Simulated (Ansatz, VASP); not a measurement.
**One calculation of BeS, two programs**

```
Be S
1.0
     0.00000    2.32369    2.43829
     2.43829    0.00000    2.43829
     2.43829    2.32369    0.00000
Be S
1 1
Direct
  0.00000 0.00000 0.00000
  0.75000 0.75000 0.75000
```

Alike in both runs: task single point; functional PBEsol; k mesh 10 × 10 × 10; occupations gaussian, width 0.05 eV; no spin polarisation.

|  | VASP | Ansatz |
| --- | --- | --- |
| version | VASP 6.6.1 | Ansatz 0.2.0 |
| potentials or method | VASP PAW PBE potentials, release 64 (Be, S), cutoff 520 eV | scalar-relativistic, plane waves, PAW |
| valence electrons in the cell | 8 | 8 |

Ansatz gave:

* gap on the k mesh at the Fermi level (eV): 2.45
* least direct gap on the mesh (eV): 5.38
* pressure (GPa): 2.4
* traceless stress, the component that is largest in VASP (GPa): 2.81

Which values does VASP return?

gap on the k mesh at the Fermi level (eV): 2.45; least direct gap on the mesh (eV): 5.41; pressure (GPa): 2.6; traceless stress, the component that is largest in VASP (GPa): 2.80.

VASP's potentials were made for PBE, not for PBEsol.
